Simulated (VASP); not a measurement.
# NaI (R-3m) in VASP: single point with r2SCAN

Aim: the single point of NaI with r2SCAN.

All numbers are computed with VASP 6.6.1; they aren't measurements. Logs are shortened: lines on timing, memory, paths and dates and some standing lists are left out, and cuts for length are marked.

### Step 1. The cell of the first run

Symmetry: R-3m, No. 166, trigonal system. Conventional cell: a = 4.785 Å, b = 4.785 Å, c = 10.762 Å, α = 90.00°, β = 90.00°, γ = 120.00°. Na (site symmetry -3m) has 6 I at 3.29 Å within 4.3 Å. Within 4.3 Å of I (site symmetry -3m) lie 6 Na at 3.29 Å.

### Step 2. Single point, r2SCAN (epitaxial 111 strain +4.8%)

Input file POSCAR:

```
NaI
1.0
   -0.1844816381      3.1989736156      3.1989736156
    3.1989736156     -0.1844816381      3.1989736156
    3.1989736156      3.1989736156     -0.1844816381
Na I
1 1
Direct
    0.0000000000      0.0000000000      0.0000000000
    0.5000000000      0.5000000000      0.5000000000
```

Input file INCAR.step1:

```
SYSTEM = NaI
ALGO     = Normal         ! electronic algorithm
EDIFF    = 1E-4           ! SCF threshold, eV
ENCUT    = 520            ! plane-wave cutoff, eV
GGA      = PE             ! functional
ISMEAR   = 0              ! smearing method
LASPH    = .TRUE.         ! aspherical terms in the spheres
LCHARG   = .FALSE.        ! write CHGCAR
LREAL    = .FALSE.        ! projectors in reciprocal space
LWAVE    = .TRUE.         ! write WAVECAR
NBANDS   = 14             ! bands
NELM     = 100            ! most SCF steps
PREC     = Accurate       ! precision mode
SIGMA    = 0.01           ! smearing width, eV
```

Input file INCAR.step2:

```
SYSTEM = NaI
ALGO     = Normal         ! electronic algorithm
EDIFF    = 1E-6           ! SCF threshold, eV
ENCUT    = 520            ! plane-wave cutoff, eV
ISIF     = 2              ! what is computed and relaxed
ISMEAR   = 0              ! smearing method
ISTART   = 1            
LASPH    = .TRUE.         ! aspherical terms in the spheres
LCHARG   = .FALSE.        ! write CHGCAR
LMIXTAU  = .TRUE.       
LREAL    = .FALSE.        ! projectors in reciprocal space
LWAVE    = .FALSE.        ! write WAVECAR
METAGGA  = R2SCAN         ! meta-GGA
NBANDS   = 14             ! bands
NELM     = 100            ! most SCF steps
PREC     = Accurate       ! precision mode
SIGMA    = 0.01           ! smearing width, eV
```

Input file KPOINTS:

```
k-points
0
G
  8 8 8
  0 0 0
```

Potentials or basis: VASP PAW PBE potentials, release 64 (Na_pv, I).

On the command line:

```bash
$ cat potpaw_PBE.64/Na_pv/POTCAR potpaw_PBE.64/I/POTCAR > POTCAR
$ cp INCAR.step1 INCAR
$ mpirun -np 1 vasp_std > vasp.out
$ cp INCAR.step2 INCAR
$ mpirun -np 1 vasp_std > vasp.out
```

OUTCAR:

```text
SYSTEM = NaI
   EDIFF = 1E-6
   ENCUT = 520
   ISIF = 2
   ISMEAR = 0
   ISTART = 1
   LASPH = .TRUE.
   LREAL = .FALSE.
   METAGGA = R2SCAN
   NELM = 100
   PREC = Accurate

 ion  position               nearest neighbor table
   1  0.000  0.000  0.000-
   2  0.500  0.500  0.500-

  LATTYP: Found a trigonal (rhomboedric) cell.
 ALAT       =     4.5277917202
 COS(alpha) =     0.4415966788

  Lattice vectors:

 A1 = (  -0.1844816381,   3.1989736156,   3.1989736156)
 A2 = (   3.1989736156,  -0.1844816381,   3.1989736156)
 A3 = (   3.1989736156,   3.1989736156,  -0.1844816381)

Analysis of symmetry for initial positions (statically):
=====================================================================
 Subroutine PRICEL returns:
 Original cell was already a primitive cell.

 Routine SETGRP: Setting up the symmetry group for a
 trigonal (rhombohedral) supercell.

 Subroutine GETGRP returns: Found 12 space group operations
 (whereof 12 operations were pure point group operations)
 out of a pool of 12 trial point group operations.

The static configuration has the point symmetry D_3d.

Analysis of symmetry for dynamics (positions and initial velocities):
=====================================================================
 Subroutine PRICEL returns:
 Original cell was already a primitive cell.

 Routine SETGRP: Setting up the symmetry group for a
 trigonal (rhombohedral) supercell.

 Subroutine GETGRP returns: Found 12 space group operations
 (whereof 12 operations were pure point group operations)
 out of a pool of 12 trial point group operations.

The dynamic configuration has the point symmetry D_3d.

 Subroutine INISYM returns: Found 12 space group operations
 (whereof 12 operations are pure point group operations),
 and found     1 'primitive' translations

----------------------------------------------------------------------------------------

                                     Primitive cell

  volume of cell :      71.1303

  direct lattice vectors                    reciprocal lattice vectors
    -0.184481638  3.198973616  3.198973616    -0.143390308  0.152165544  0.152165544
     3.198973616 -0.184481638  3.198973616     0.152165544 -0.143390308  0.152165544
     3.198973616  3.198973616 -0.184481638     0.152165544  0.152165544 -0.143390308

  length of vectors
     4.527791720  4.527791720  4.527791720     0.258591349  0.258591349  0.258591349

  position of ions in fractional coordinates (direct lattice)
     0.000000000  0.000000000  0.000000000
     0.500000000  0.500000000  0.500000000

  ion indices of the primitive-cell ions
   primitive index   ion index
                 1           1
                 2           2

----------------------------------------------------------------------------------------

 KPOINTS: k-points

Automatic generation of k-mesh.
 Grid dimensions read from file:
 generate k-points for:    8    8    8

 Generating k-lattice:

  Cartesian coordinates                     Fractional coordinates (reciprocal lattice)
    -0.017923788  0.019020693  0.019020693     0.125000000  0.000000000 -0.000000000
     0.019020693 -0.017923788  0.019020693     0.000000000  0.125000000 -0.000000000
     0.019020693  0.019020693 -0.017923788     0.000000000  0.000000000  0.125000000

  Length of vectors
     0.032323919  0.032323919  0.032323919

  Shift w.r.t. Gamma in fractional coordinates (k-lattice)
     0.000000000  0.000000000  0.000000000

 Subroutine IBZKPT returns following result:
 ===========================================

 Found     65 irreducible k-points:

 Following reciprocal coordinates:
            Coordinates               Weight
  0.000000  0.000000  0.000000      1.000000
  0.125000  0.000000 -0.000000      6.000000
  0.250000  0.000000 -0.000000      6.000000
  0.375000 -0.000000 -0.000000      6.000000
  0.500000  0.000000 -0.000000      3.000000
  0.125000  0.125000 -0.000000      6.000000
[... 16 lines left out ...]
  0.250000  0.125000  0.125000      6.000000
  0.375000  0.125000  0.125000      6.000000
 [... further k-points ...]
   k-points           NKPTS =     65   k-points in BZ     NKDIM =     65   number of bands    NBANDS=     14
   number of dos      NEDOS =    301   number of ions     NIONS =      2
   total plane-waves  NPLWV =  46656
   dimension x,y,z NGX =    36 NGY =   36 NGZ =   36
   dimension x,y,z NGXF=    72 NGYF=   72 NGZF=   72
   ions per type =               1   1
   NGX,Y,Z   is equivalent  to a cutoff of  13.22, 13.22, 13.22 a.u.
   NGXF,Y,Z  is equivalent  to a cutoff of  26.44, 26.44, 26.44 a.u.
 SYSTEM =  NaI
   PREC   = accura    normal or accurate (medium, high low for compatibility)
   ISTART =      1    job   : 0-new  1-cont  2-samecut
   ICHARG =      0    charge: 1-file 2-atom 10-const
   ISPIN  =      1    spin polarized calculation?
   LNONCOLLINEAR =      F non collinear calculations
   LSORBIT =      F    spin-orbit coupling
   LASPH  =      T    aspherical Exc in radial PAW
   ENCUT  =  520.0 eV  38.22 Ry    6.18 a.u.   8.42  8.42  8.42*2*pi/ulx,y,z
   NELM   =    100;   NELMIN=  2; NELMDL=  0     # of ELM steps
   EDIFF  = 0.1E-05   stopping-criterion for ELM
   LREAL  =      F    real-space projection
   EDIFFG = 0.1E-04   stopping-criterion for IOM
   NSW    =      0    number of steps for IOM
   IBRION =     -1    ionic relax: 0-MD 1-quasi-New 2-CG
   NFREE  =      0    steps in history (QN), initial steepest desc. (CG)
   ISIF   =      2    stress and relaxation
   ISYM   =      2    0-nonsym 1-usesym 2-fastsym
   POTIM  = 0.5000    time-step for ionic-motion
   TEBEG  =    0.0;   TEEND  =   0.0 temperature during run
   PSTRESS=    0.0 pullay stress
   NELECT =      14.0000    total number of electrons
   NUPDOWN=      -1.0000    fix difference up-down
   EMIN   =  10.00;   EMAX   =-10.00  energy-range for DOS
   EFERMI =   0.00;   METHOD = LEGACY
   ISMEAR =     0;   SIGMA  =   0.01  broadening in eV -4-tet -1-fermi 0-gaus
   EFERMI_NEDOS =   21; number of points for ismear=-14 and -15
   IALGO  =     38    algorithm
   IMIX   =      4    mixing-type and parameters
     AMIX     =   0.40;   BMIX     =  1.00
     AMIX_MAG =   1.60;   BMIX_MAG =  1.00
  volume/ion in A,a.u.               =      35.57       240.01
  Fermi-wavevector in a.u.,A,eV,Ry     =   0.952283  1.799553 12.338340  0.906842
  Thomas-Fermi vector in A             =   2.080831
   LORBIT       =      0    0 simple, 1 ext, 2 COOP (PROOUT), +10 PAW based schemes
   METAGGA = R2SCAN    functional components
   LHFCALC =     F    Hartree Fock is set to
   AEXX    =    0.0000 exact exchange contribution
   IVDW    =     0    specifies the selected vdW correction
   LEPSILON=     F    determine dielectric tensor
   LRPA    =     F    only Hartree local field effects (RPA)
 non-spin polarized calculation
 Gauss-broadening in eV      SIGMA  =   0.01
  energy-cutoff  :      520.00
  volume of cell :       71.13
 maximum number of plane-waves:      1936
 NGX is ok and might be reduce to    36
   NGX = 17   NGY = 17   NGZ = 17

 number of electron      14.0000008 magnetization

 Free energy of the ion-electron system (eV)
  ---------------------------------------------------
  ext. energy  EPLUGINS =         0.00000000
  ---------------------------------------------------
  free energy    TOTEN  =       -31.05906433 eV

  energy without entropy =      -31.05906433  energy(sigma->0) =      -31.05906433

 E-fermi :   0.5271     XC(G=0):  -7.8655

 val. band max:        0.3869343030   @ k =   0.0000   0.0000   0.0000
 cond. band min:       4.4244367670   @ k =   0.0000   0.0000   0.0000
 fundamental gap:      4.0375024639
 Fermi energy:         0.5271293721

 k-point     1 :       0.0000    0.0000    0.0000
  band No.  band energies     occupation
      1     -23.1668      2.00000
      2     -23.1587      2.00000
      3     -23.1587      2.00000
      4     -11.0588      2.00000
      5       0.0659      2.00000
      6       0.0659      2.00000
      7       0.3869      2.00000
      8       4.4244      0.00000
      9       8.3323      0.00000
     10       8.3323      0.00000
     11       9.3566      0.00000
     12      10.4583      0.00000
     13      10.4583      0.00000
     14      11.1947      0.00000

 k-point     2 :       0.1250    0.0000   -0.0000
  band No.  band energies     occupation
      1     -23.1669      2.00000
      2     -23.1592      2.00000
      3     -23.1588      2.00000
      4     -11.0213      2.00000
      5      -0.3036      2.00000
      6       0.0374      2.00000
      7       0.3132      2.00000
      8       4.8963      0.00000
      9       8.1302      0.00000
     10       8.4837      0.00000
     11       9.3887      0.00000
     12      10.0032      0.00000
     13      10.2072      0.00000
     14      11.8645      0.00000

 k-point     3 :       0.2500    0.0000   -0.0000
  band No.  band energies     occupation
      1     -23.1673      2.00000
      2     -23.1602      2.00000
      3     -23.1587      2.00000
      4     -10.9278      2.00000
      5      -1.0499      2.00000
      6      -0.0289      2.00000
      7       0.2023      2.00000
      8       5.6607      0.00000
      9       8.1014      0.00000
     10       8.5160      0.00000
     11       9.1497      0.00000
     12       9.9786      0.00000
     13      10.6927      0.00000
     14      11.4378      0.00000

 k-point     4 :       0.3750   -0.0000   -0.0000
  band No.  band energies     occupation
      1     -23.1679      2.00000
      2     -23.1612      2.00000
      3     -23.1587      2.00000
      4     -10.8296      2.00000
      5      -1.6550      2.00000
      6      -0.0921      2.00000
      7       0.1065      2.00000
      8       5.9012      0.00000
      9       8.2063      0.00000
     10       8.7962      0.00000
     11       8.8673      0.00000
     12      11.0010      0.00000
     13      11.0597      0.00000
     14      12.0060      0.00000

 k-point     5 :       0.5000    0.0000   -0.0000
  band No.  band energies     occupation
      1     -23.1681      2.00000
      2     -23.1615      2.00000
      3     -23.1587      2.00000
      4     -10.7874      2.00000
      5      -1.8802      2.00000
      6      -0.1174      2.00000
      7       0.0689      2.00000
      8       5.8973      0.00000
      9       8.0667      0.00000
     10       8.6694      0.00000
     11       9.4063      0.00000
[... 276 lines left out ...]
 k-point    22 :       0.1250    0.1250    0.1250
  band No.  band energies     occupation
      1     -23.1674      2.00000
      2     -23.1588      2.00000
      3     -23.1588      2.00000
      4     -11.0097      2.00000
      5      -0.0520      2.00000
      6       0.0090      2.00000
      7       0.0090      2.00000
      8       4.9144      0.00000
      9       8.5316      0.00000
     10       8.5316      0.00000
     11       8.7005      0.00000
     12       9.9083      0.00000
     13       9.9083      0.00000
     14      11.7146      0.00000

 k-point    23 :       0.2500    0.1250    0.1250
  band No.  band energies     occupation
      1     -23.1679      2.00000
      2     -23.1594      2.00000
      3     -23.1587      2.00000
      4     -10.9478      2.00000
      5      -0.6436      2.00000
      6      -0.0229      2.00000
      7       0.0136      2.00000
      8       5.5018      0.00000
      9       7.9507      0.00000
     10       8.7710      0.00000
     11       8.9035      0.00000
     12       9.1061      0.00000
     13      10.6108      0.00000
     14      12.3433      0.00000

 k-point    24 :       0.3750    0.1250    0.1250
  band No.  band energies     occupation
      1     -23.1684      2.00000
      2     -23.1604      2.00000
      3     -23.1587      2.00000
      4     -10.8523      2.00000
      5      -1.3017      2.00000
      6      -0.1303      2.00000
      7      -0.0526      2.00000
      8       6.2155      0.00000
      9       7.8519      0.00000
     10       8.4406      0.00000
     11       8.5554      0.00000
     12       9.5384      0.00000
     13      12.1577      0.00000
     14      12.3602      0.00000

 [... further k-points ...]

------------------------ aborting loop because EDIFF is reached ----------------------------------------

  FORCE on cell =-STRESS in cart. coord.  units (eV):
  Direction    XX          YY          ZZ          XY          YZ          ZX
  --------------------------------------------------------------------------------------
  -------------------------------------------------------------------------------------
  Total       -0.3897401     -0.3897401     -0.3897401      0.1738895      0.1738895      0.1738895
  in kB       -8.7787137     -8.7787137     -8.7787137      3.9167791      3.9167791      3.9167791
  external PRESSURE =      -8.7787137 kB  Pullay stress =       0.0000000 kB

 VOLUME and BASIS-vectors are now :
 -----------------------------------------------------------------------------
  energy-cutoff  :      520.00
  volume of cell :       71.13
      direct lattice vectors                 reciprocal lattice vectors
    -0.184481638  3.198973616  3.198973616    -0.143390308  0.152165544  0.152165544
     3.198973616 -0.184481638  3.198973616     0.152165544 -0.143390308  0.152165544
     3.198973616  3.198973616 -0.184481638     0.152165544  0.152165544 -0.143390308

 POSITION                                       TOTAL-FORCE (eV/Angst)
 -----------------------------------------------------------------------------------
      0.00000      0.00000      0.00000         0.000000      0.000000      0.000000
      3.10673      3.10673      3.10673        -0.000000      0.000000     -0.000000
 -----------------------------------------------------------------------------------
    total drift:                                0.000000      0.000000      0.000000

  FREE ENERGIE OF THE ION-ELECTRON SYSTEM (eV)
  ---------------------------------------------------
  free  energy   TOTEN  =       -31.0590643250 eV

  energy  without entropy=      -31.0590643250  energy(sigma->0) =      -31.05906433
```

It took 9.3 min on 1 thread of AMD EPYC 7R43 (Zen 3), shared host; peak memory 0.21 GiB.

Results:

* Free energy: -31.0591 eV
* Pressure: -0.9 GPa
* Band gap on the k mesh: 4.04 eV, direct

Caveat: the cell differs from its parent crystal (epitaxial 111 strain +4.8%); the PAW data sets were made with another functional, which shifts forces and pressure a little; spin-orbit coupling is left out, which moves the levels of the heavy elements.
